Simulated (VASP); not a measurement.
**Al3As: relaxation of cell and atoms with PBE**

Al3As:

```
CELL_PARAMETERS angstrom
2.82196 0.00000 0.00000
0.00000 2.82196 0.00000
0.00000 0.00000 8.94319
ATOMIC_POSITIONS crystal
Al 0.00000 0.00000 0.82797
Al 0.00000 0.00000 0.17203
Al 0.00000 0.00000 0.50000
As 0.00000 0.00000 0.00000
```

```
Program                : VASP 6.6.1
Task                   : relaxation of cell and atoms
Functional             : PBE
Potentials or basis    : VASP PAW PBE potentials, release 64 (Al, As)
Cutoff                 : 600 eV
k mesh                 : 6 × 6 × 2
Occupations            : gaussian, width 0.1 eV
Spin                   : no spin polarisation
Dipole correction      : no
Further INCAR settings : ALGO = Normal; EDIFF = 1e-06; IBRION = 2; EDIFFG = -0.04; NSW = 90; ISIF = 3
```

The relaxed volume is 20.20 Å³/atom. The relaxed cell is a = 2.744 Å, b = 2.744 Å, c = 10.733 Å, α = 90.00°, β = 90.00°, γ = 90.00°. The space group after relaxing (to 0.05 Å) is P4/mmm (No. 123). The energy gained by relaxing is 5863.5 meV/atom. The ionic steps are 70, the pressure after relaxing is 0.0 GPa and the band gap on the k mesh is zero (band 7 reaches 9.59 eV, above the bottom of band 8 at 4.19 eV).

Forces in eV/Å, atoms in the order of the input:
```
Al   0.000  0.000 -0.002
Al   0.000  0.000  0.002
Al   0.000  0.000  0.000
As   0.000  0.000  0.000
```

Stress tensor (GPa, compression positive):
```
 0.07  0.00  0.00
 0.00  0.07  0.00
 0.00  0.00 -0.16
```

Step by step:
```tsv
step	energy change (eV)	largest force (eV/Å)	pressure (GPa)	volume (Å³)
1	0.0000	44.6331	105.49	71.22
3	-17.8006	8.1878	4.84	207.14
5	-21.3660	0.2017	-3.11	229.76
7	-21.3874	0.0956	-2.90	227.26
9	-21.7595	0.1738	-0.40	197.40
11	-21.7982	0.5295	0.13	191.36
13	-21.9016	0.4001	-0.29	186.57
15	-22.1051	0.2150	-1.65	163.35
17	-22.1855	0.0612	-1.23	155.28
19	-22.2428	0.0662	0.01	142.20
21	-22.2467	0.0348	0.04	141.43
23	-22.2590	0.2111	0.84	130.93
25	-22.2709	0.1889	0.48	128.33
27	-22.2492	0.4280	-0.77	115.78
29	-22.2734	0.3007	-0.34	120.40
31	-22.3079	0.1113	-1.13	112.33
33	-23.3749	0.7275	1.96	79.05
35	153.1680	164.2545	122.67	78.18
37	77.3240	91.7457	275.83	44.00
39	107.0154	34.2207	567.07	36.40
41	81.8866	35.0093	471.81	38.90
43	10.4000	19.0521	199.26	50.20
45	-21.2647	0.4564	21.60	69.85
47	-23.0336	0.5915	-4.12	92.31
49	-23.1379	1.2195	-0.36	84.03
51	-23.1432	1.0146	-2.09	86.31
53	-23.1440	0.9214	-2.60	87.08
55	-23.2425	0.8411	-1.64	84.81
57	-23.3210	0.4452	1.26	80.50
59	-23.3343	0.4276	0.52	81.22
61	-23.3814	0.0935	-1.88	83.56
63	-23.4278	0.0806	-1.48	82.57
65	-23.4502	0.0428	-0.73	81.68
67	-23.4516	0.0972	-0.47	81.44
69	-23.4540	0.0034	-0.03	80.82
70	-23.4542	0.0020	0.00	80.82
```

Final structure:
```cif
data_structure
_symmetry_space_group_name_H-M 'P 1'
_symmetry_Int_Tables_number 1
_cell_length_a 2.7440
_cell_length_b 2.7440
_cell_length_c 10.7332
_cell_angle_alpha 90.000
_cell_angle_beta 90.000
_cell_angle_gamma 90.000
_cell_volume 80.82
loop_
_atom_site_label
_atom_site_type_symbol
_atom_site_fract_x
_atom_site_fract_y
_atom_site_fract_z
_atom_site_occupancy
Al1 Al 0.00000 0.00000 0.74947 1
Al2 Al 0.00000 0.00000 0.25053 1
Al3 Al 0.00000 0.00000 0.50000 1
As1 As 0.00000 0.00000 0.00000 1
```

Levels at points of the mesh, in eV from the Fermi level:
```csv
k point,band 5,band 6,band 7,band 8,band 9,band 10
"(0.00, 0.00, 0.00)",-4.95,0.24,1.08,4.52,4.52,7.90
"(0.50, 0.00, 0.00)",-3.52,-2.95,-1.77,-1.16,-0.88,2.30
"(0.50, 0.50, 0.00)",-0.13,-0.13,-0.01,0.46,0.46,1.77
"(0.00, 0.00, 0.50)",-2.98,-2.27,3.90,4.52,4.52,4.98
"(0.50, 0.00, 0.50)",-3.49,-3.43,-2.37,-1.50,0.94,1.34
"(0.50, 0.50, 0.50)",-0.30,-0.30,0.34,0.94,1.27,1.87
```

It took 25 min on 1 thread of AMD EPYC 7R13 Processor (Zen 3), on a shared host, peak memory 0.2 GiB.

Caveat: the k points lie up to 0.38 Å⁻¹ apart in the final cell.
